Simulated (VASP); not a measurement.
# LiBr (Fm-3m) in VASP: settings compared

Aim: see how the results for LiBr move with the level of theory and the settings. Levels: PBE, HSE06, PBE-based screened hybrid with 35 % exact exchange, PBE-based global hybrid with 75 % exact exchange. Tasks: single point.

All numbers are computed with VASP 6.6.1; they aren't measurements. Logs are shortened: lines on timing, memory, paths and dates and some standing lists are left out, and cuts for length are marked.

### Step 1. The cell of the first run

It takes space group Fm-3m (No. 225, cubic). Conventional cell: a = 5.479 Å, b = 5.479 Å, c = 5.479 Å, α = 90.00°, β = 90.00°, γ = 90.00°. Within 3.6 Å of Li (site symmetry m-3m) lie 6 Br at 2.74 Å. Within 3.6 Å of Br (site symmetry m-3m) lie 6 Li at 2.74 Å.

### Step 2. Single point, PBE

The input, INCAR:

```
PREC = Accurate
ENCUT = 750
EDIFF = 1E-6
ISMEAR = 0
SIGMA = 0.01
LREAL = False
LASPH = True
NELM = 120
ALGO = Normal
ISIF = 2
LWAVE = False
LCHARG = True
GGA = PE
LELF = True
LVHAR = True
NBANDS = 12
GGA_COMPAT = False
```

The input, KPOINTS:

```
regular mesh
0
Gamma
  6 6 6
```

The input, POSCAR:

```
LiBr
1.0
    0.0000000000      2.7395485816      2.7395485816
    2.7395485816      0.0000000000      2.7395485816
    2.7395485816      2.7395485816      0.0000000000
Li Br
1 1
Direct
    0.0000000000      0.0000000000      0.0000000000
    0.5000000000      0.5000000000      0.5000000000
```

Potentials or basis: VASP PAW PBE potentials, release 64 (Li_sv, Br).

Command:

```sh
$ cat potpaw_PBE.64/Li_sv/POTCAR potpaw_PBE.64/Br/POTCAR > POTCAR
$ mpirun -np 1 vasp_std > vasp.out
```

OUTCAR:

```text
PREC = Accurate
   ENCUT = 750
   EDIFF = 1E-6
   ISMEAR = 0
   LREAL = False
   LASPH = True
   NELM = 120
   ISIF = 2
   GGA = PE

 ion  position               nearest neighbor table
   1  0.000  0.000  0.000-
   2  0.500  0.500  0.500-

  LATTYP: Found a face centered cubic cell.
 ALAT       =     5.4790971632

  Lattice vectors:

 A1 = (   0.0000000000,   2.7395485816,   2.7395485816)
 A2 = (   2.7395485816,   0.0000000000,   2.7395485816)
 A3 = (   2.7395485816,   2.7395485816,   0.0000000000)

Analysis of symmetry for initial positions (statically):
=====================================================================
 Subroutine PRICEL returns:
 Original cell was already a primitive cell.

 Routine SETGRP: Setting up the symmetry group for a
 face centered cubic supercell.

 Subroutine GETGRP returns: Found 48 space group operations
 (whereof 48 operations were pure point group operations)
 out of a pool of 48 trial point group operations.

The static configuration has the point symmetry O_h .

Analysis of symmetry for dynamics (positions and initial velocities):
=====================================================================
 Subroutine PRICEL returns:
 Original cell was already a primitive cell.

 Routine SETGRP: Setting up the symmetry group for a
 face centered cubic supercell.

 Subroutine GETGRP returns: Found 48 space group operations
 (whereof 48 operations were pure point group operations)
 out of a pool of 48 trial point group operations.

The dynamic configuration has the point symmetry O_h .

 Subroutine INISYM returns: Found 48 space group operations
 (whereof 48 operations are pure point group operations),
 and found     1 'primitive' translations

----------------------------------------------------------------------------------------

                                     Primitive cell

  volume of cell :      41.1213

  direct lattice vectors                    reciprocal lattice vectors
     0.000000000  2.739548582  2.739548582    -0.182511821  0.182511821  0.182511821
     2.739548582  0.000000000  2.739548582     0.182511821 -0.182511821  0.182511821
     2.739548582  2.739548582  0.000000000     0.182511821  0.182511821 -0.182511821

  length of vectors
     3.874306759  3.874306759  3.874306759     0.316119747  0.316119747  0.316119747
[... 71 lines left out ...]
   NELM   =    120;   NELMIN=  2; NELMDL= -5     # of ELM steps
   EDIFF  = 0.1E-05   stopping-criterion for ELM
   LREAL  =      F    real-space projection
[... 7 lines left out ...]
   TEBEG  =    0.0;   TEEND  =   0.0 temperature during run
   PSTRESS=    0.0 pullay stress
   NELECT =      10.0000    total number of electrons
   NUPDOWN=      -1.0000    fix difference up-down
   EMIN   =  10.00;   EMAX   =-10.00  energy-range for DOS
   EFERMI =   0.00;   METHOD = LEGACY
   ISMEAR =     0;   SIGMA  =   0.01  broadening in eV -4-tet -1-fermi 0-gaus
   EFERMI_NEDOS =   21; number of points for ismear=-14 and -15
   IALGO  =     38    algorithm
   IMIX   =      4    mixing-type and parameters
     AMIX     =   0.40;   BMIX     =  1.00
     AMIX_MAG =   1.60;   BMIX_MAG =  1.00
  volume/ion in A,a.u.               =      20.56       138.75
  Fermi-wavevector in a.u.,A,eV,Ry     =   1.021847  1.931011 14.206810  1.044171
  Thomas-Fermi vector in A             =   2.155494
   LORBIT       =      0    0 simple, 1 ext, 2 COOP (PROOUT), +10 PAW based schemes
   GGA     = PE    functional components
   LHFCALC =     F    Hartree Fock is set to
   AEXX    =    0.0000 exact exchange contribution
   IVDW    =     0    specifies the selected vdW correction
   LEPSILON=     F    determine dielectric tensor
   LRPA    =     F    only Hartree local field effects (RPA)
 non-spin polarized calculation
 Gauss-broadening in eV      SIGMA  =   0.01
  energy-cutoff  :      750.00
  volume of cell :       41.12
 maximum number of plane-waves:      1936
 NGX is ok and might be reduce to    36
   NGX = 17   NGY = 17   NGZ = 17

 number of electron      10.0000001 magnetization

 Free energy of the ion-electron system (eV)
  ---------------------------------------------------
  ext. energy  EPLUGINS =         0.00000000
  ---------------------------------------------------
  free energy    TOTEN  =        -6.64022371 eV

  energy without entropy =       -6.64022371  energy(sigma->0) =       -6.64022371

 E-fermi :   0.4880     XC(G=0):  -8.4758

 val. band max:        0.3963663776   @ k =   0.0000   0.0000   0.0000
 cond. band min:       5.3909439537   @ k =   0.0000   0.0000   0.0000
 fundamental gap:      4.9945775761
 Fermi energy:         0.4879959311

 k-point     1 :       0.0000    0.0000    0.0000
  band No.  band energies     occupation
      1     -43.9833      2.00000
      2     -13.0769      2.00000
      3       0.3964      2.00000
      4       0.3964      2.00000
      5       0.3964      2.00000
      6       5.3909      0.00000
      7      10.9063      0.00000
      8      10.9063      0.00000
      9      10.9063      0.00000
     10      12.6908      0.00000
     11      12.6908      0.00000
     12      12.6908      0.00000
[... 211 lines left out ...]
 k-point    16 :      -0.3333    0.5000    0.1667
  band No.  band energies     occupation
      1     -43.9819      2.00000
      2     -12.3975      2.00000
      3      -2.1839      2.00000
      4      -1.3226      2.00000
      5      -0.7639      2.00000
      6       7.5740      0.00000
      7       8.7177      0.00000
      8      10.2231      0.00000
      9      11.0049      0.00000
     10      13.5764      0.00000
     11      15.7302      0.00000
     12      17.7390      0.00000

------------------------ aborting loop because EDIFF is reached ----------------------------------------

  FORCE on cell =-STRESS in cart. coord.  units (eV):
  Direction    XX          YY          ZZ          XY          YZ          ZX
  --------------------------------------------------------------------------------------
  -------------------------------------------------------------------------------------
  Total        0.1075022      0.1075022      0.1075022      0.0000000      0.0000000      0.0000000
  in kB        4.1885216      4.1885216      4.1885216      0.0000000      0.0000000      0.0000000
  external PRESSURE =       4.1885216 kB  Pullay stress =       0.0000000 kB

 VOLUME and BASIS-vectors are now :
 -----------------------------------------------------------------------------
  energy-cutoff  :      750.00
  volume of cell :       41.12
      direct lattice vectors                 reciprocal lattice vectors
     0.000000000  2.739548582  2.739548582    -0.182511821  0.182511821  0.182511821
     2.739548582  0.000000000  2.739548582     0.182511821 -0.182511821  0.182511821
     2.739548582  2.739548582  0.000000000     0.182511821  0.182511821 -0.182511821

 POSITION                                       TOTAL-FORCE (eV/Angst)
 -----------------------------------------------------------------------------------
      0.00000      0.00000      0.00000         0.000000     -0.000000     -0.000000
      2.73955      2.73955      2.73955        -0.000000      0.000000      0.000000
 -----------------------------------------------------------------------------------
    total drift:                                0.000000      0.000000      0.000000

  FREE ENERGIE OF THE ION-ELECTRON SYSTEM (eV)
  ---------------------------------------------------
  free  energy   TOTEN  =        -6.6402237100 eV

  energy  without entropy=       -6.6402237100  energy(sigma->0) =       -6.64022371
```

OSZICAR:

```text
N       E                     dE             d eps       ncg     rms          rms(c)
DAV:   1     0.465187899053E+02    0.46519E+02   -0.47085E+03   384   0.969E+02
DAV:   2    -0.348134852197E+01   -0.50000E+02   -0.47917E+02   460   0.140E+02
DAV:   3    -0.657347289509E+01   -0.30921E+01   -0.30829E+01   508   0.382E+01
DAV:   4    -0.666674615135E+01   -0.93273E-01   -0.93237E-01   520   0.595E+00
DAV:   5    -0.666765616180E+01   -0.91001E-03   -0.91000E-03   496   0.622E-01    0.197E+00
DAV:   6    -0.663554063381E+01    0.32116E-01   -0.62159E-02   492   0.115E+00    0.121E+00
DAV:   7    -0.663785058484E+01   -0.23100E-02   -0.37791E-02   528   0.103E+00    0.438E-01
DAV:   8    -0.664019744264E+01   -0.23469E-02   -0.41517E-03   448   0.439E-01    0.685E-02
DAV:   9    -0.664018938751E+01    0.80551E-05   -0.10429E-04   460   0.746E-02    0.250E-02
DAV:  10    -0.664022247792E+01   -0.33090E-04   -0.50883E-05   476   0.474E-02    0.146E-02
DAV:  11    -0.664022374526E+01   -0.12673E-05   -0.47529E-06   484   0.127E-02    0.391E-03
DAV:  12    -0.664022371001E+01    0.35244E-07   -0.25045E-07   348   0.364E-03
   1 F= -.66402237E+01 E0= -.66402237E+01  d E =-.269655E-40
```

stdout:

```text
POSCAR found type information on POSCAR LiBr
 POSCAR found :  2 types and       2 ions
 scaLAPACK will be used
 LDA part: xc-table for (Slater+PW92), standard interpolation
 POSCAR, INCAR and KPOINTS ok, starting setup
 FFT: planning ... GRIDC
 FFT: planning ... GRID_SOFT
 FFT: planning ... GRID
 WAVECAR not read
 entering main loop
```

Run time: 34 s. Hardware: 1 thread of Oxide Virtual Turin-like, shared host; peak memory 0.17 GiB.

What came out:

* Free energy: -6.6402 eV
* Pressure: 0.4 GPa
* Band gap on the k mesh: 4.99 eV

### Step 3. Single point, HSE06

POSCAR is that of step 2.

The input, INCAR.step1:

```
SYSTEM = LiBr
  PREC = Accurate
  ENCUT = 650
  EDIFF = 1E-5
  ISMEAR = 0
  SIGMA = 0.01
  LREAL = .False.
  LASPH = .True.
  NELM = 120
  ALGO = Normal
  ISIF = 2
  LWAVE = .True.
  LCHARG = .False.
  GGA = PE
  NBANDS = 12
  GGA_COMPAT = .False.
```

The input, INCAR.step2:

```
SYSTEM = LiBr
  PREC = Accurate
  ENCUT = 650
  EDIFF = 1E-6
  ISMEAR = 0
  SIGMA = 0.01
  LREAL = .False.
  LASPH = .True.
  NELM = 120
  ALGO = Normal
  ISIF = 2
  LWAVE = .False.
  LCHARG = .False.
  GGA = PE
  LHFCALC = .True.
  HFSCREEN = 0.2079
  PRECFOCK = Normal
  ISTART = 1
  NBANDS = 12
  GGA_COMPAT = .False.
```

The input, KPOINTS:

```
regular mesh
0
Gamma
  4 4 4
  0 0 0
```

Potentials or basis: VASP PAW PBE potentials, release 64 (Li_sv, Br).

Command:

```sh
$ cat potpaw_PBE.64/Li_sv/POTCAR potpaw_PBE.64/Br/POTCAR > POTCAR
$ cp INCAR.step1 INCAR
$ mpirun -np 1 vasp_std > vasp.out
$ cp INCAR.step2 INCAR
$ mpirun -np 1 vasp_std > vasp.out
```

Wall time 7.4 min (1 thread of Oxide Virtual Turin-like, shared host); peak memory 0.25 GiB.

Results (log left out):

```
Free energy            : -7.5939 eV
Pressure               : -0.1 GPa
Band gap on the k mesh : 6.21 eV
```

Levels at points of the mesh, in eV from the valence-band top:
| k point | band 2 | band 3 | band 4 | band 5 | band 6 | band 7 | band 8 | band 9 |
| --- | --- | --- | --- | --- | --- | --- | --- | --- |
| (0.00, 0.00, 0.00) | -14.62 | 0.00 | 0.00 | 0.00 | 6.21 | 11.82 | 11.82 | 11.82 |
| (0.50, 0.00, 0.00) | -14.08 | -3.17 | -0.29 | -0.29 | 6.82 | 9.40 | 9.40 | 13.44 |
| (0.50, 0.50, 0.00) | -13.86 | -3.15 | -1.25 | -1.25 | 7.48 | 8.24 | 13.24 | 14.06 |

Caveat: the k points lie up to 0.50 Å⁻¹ apart; the PAW data sets were made with another functional, which shifts forces and pressure a little.

### Step 4. Single point, PBE-based screened hybrid with 35 % exact exchange

POSCAR is that of step 3.

The input, INCAR.step1:

```
ALGO = Normal
EDIFF = 1E-5
ENCUT = 650
GGA = PE
GGA_COMPAT = F
ISIF = 2
ISMEAR = 0
LASPH = T
LCHARG = F
LREAL = F
LWAVE = T
NBANDS = 12
NELM = 120
PREC = Accurate
SIGMA = 0.01
```

The input, INCAR.step2:

```
AEXX = 0.35
ALGO = Normal
EDIFF = 1E-6
ENCUT = 650
GGA = PE
GGA_COMPAT = F
HFSCREEN = 0.5
ISIF = 2
ISMEAR = 0
ISTART = 1
LASPH = T
LCHARG = F
LHFCALC = T
LREAL = F
LWAVE = F
NBANDS = 12
NELM = 120
PREC = Accurate
PRECFOCK = Normal
SIGMA = 0.01
```

The input, KPOINTS:

```
k-points
0
Gamma
  4 4 4
```

Command:

```sh
$ cat potpaw_PBE.64/Li_sv/POTCAR potpaw_PBE.64/Br/POTCAR > POTCAR
$ cp INCAR.step1 INCAR
$ mpirun -np 1 vasp_std > vasp.out
$ cp INCAR.step2 INCAR
$ mpirun -np 1 vasp_std > vasp.out
```

Run time: 6.4 min. Hardware: 1 thread of Oxide Virtual Turin-like, shared host; peak memory 0.25 GiB.

Results (log left out):

| Property | Result |
| --- | --- |
| Free energy | -7.3683 eV |
| Pressure | -0.1 GPa |
| Band gap on the k mesh | 5.90 eV |

Levels at points of the mesh, in eV from the valence-band top:
```
           k point  band 3  band 4  band 5  band 6  band 7  band 8
(0.00, 0.00, 0.00)    0.00    0.00    0.00    5.90   11.44   11.44
(0.50, 0.00, 0.00)   -3.07   -0.29   -0.29    6.49    9.04    9.04
(0.50, 0.50, 0.00)   -3.06   -1.22   -1.22    7.12    7.89   12.87
```

Caveat: the k points lie up to 0.50 Å⁻¹ apart; the PAW data sets were made with another functional, which shifts forces and pressure a little.

### Step 5. Single point, PBE-based global hybrid with 75 % exact exchange

POSCAR is that of step 4.

The input, INCAR.step1:

```
  PREC = Accurate
  ENCUT = 650
  EDIFF = 1E-5
  ISMEAR = 0
  SIGMA = 0.01
  LREAL = F
  LASPH = T
  NELM = 120
  ALGO = Normal
  ISIF = 2
  LWAVE = T
  GGA = PE
  NBANDS = 12
  GGA_COMPAT = F
```

The input, INCAR.step2:

```
  PREC = Accurate
  ENCUT = 650
  EDIFF = 1E-6
  ISMEAR = 0
  SIGMA = 0.01
  LREAL = F
  LASPH = T
  NELM = 120
  ALGO = Normal
  ISIF = 2
  LWAVE = F
  LCHARG = T
  GGA = PE
  LHFCALC = T
  AEXX = 0.75
  PRECFOCK = Normal
  LELF = T
  LVHAR = T
  ISTART = 1
  NBANDS = 12
  GGA_COMPAT = F
```

The input, KPOINTS:

```
Automatic mesh
0
Gamma
  4 4 4
```

Command:

```sh
$ cat potpaw_PBE.64/Li_sv/POTCAR potpaw_PBE.64/Br/POTCAR > POTCAR
$ cp INCAR.step1 INCAR
$ mpirun -np 1 vasp_std > vasp.out
$ cp INCAR.step2 INCAR
$ mpirun -np 1 vasp_std > vasp.out
```

Run time: 6.2 min. Hardware: 1 thread of Oxide Virtual Turin-like, shared host; peak memory 0.16 GiB.

Results (log left out):

```yaml
Free_energy: -11.2306 eV
Pressure: -1.8 GPa
Band_gap_on_the_k_mesh: 10.94 eV
```

Levels at points of the mesh, in eV from the valence-band top:
```csv
k point,band 2,band 3,band 4,band 5,band 6,band 7,band 8,band 9
"(0.00, 0.00, 0.00)",-16.97,0.00,0.00,0.00,10.94,16.81,16.81,16.81
"(0.50, 0.00, 0.00)",-16.30,-3.69,-0.35,-0.35,11.50,14.36,14.36,18.83
"(0.50, 0.50, 0.00)",-16.03,-3.64,-1.44,-1.44,12.21,12.83,18.58,19.49
```

Caveat: the k points lie up to 0.50 Å⁻¹ apart; the PAW data sets were made with another functional, which shifts forces and pressure a little.

### Step 6. The runs side by side

| level | k mesh | cutoff (eV) | grid for exact exchange (PRECFOCK) | share of exact exchange | screening parameter | gap on the mesh (eV) | pressure (GPa) |
| --- | --- | --- | --- | --- | --- | --- | --- |
| PBE | 6 × 6 × 6 | 750 | - | - | - | 4.99 | 0.4 |
| HSE06 | 4 × 4 × 4 | 650 | Normal | 0.25 | 0.2079 1/Å | 6.21 | -0.1 |
| PBE-based screened hybrid with 35 % exact exchange | 4 × 4 × 4 | 650 | Normal | 0.35 | 0.5 1/Å | 5.90 | -0.1 |
| PBE-based global hybrid with 75 % exact exchange | 4 × 4 × 4 | 650 | Normal | 0.75 | - | 10.94 | -1.8 |

Alike in all rows: task single point; potentials or basis VASP PAW PBE potentials, release 64 (Li_sv, Br); no spin polarisation; cell as given; smearing gaussian 0.01 eV.

Caveats: some runs use coarse meshes; the PAW data sets were made with another functional, which shifts forces and pressure a little (at least some runs).

Absolute energies hang on the potentials; compare differences alone.
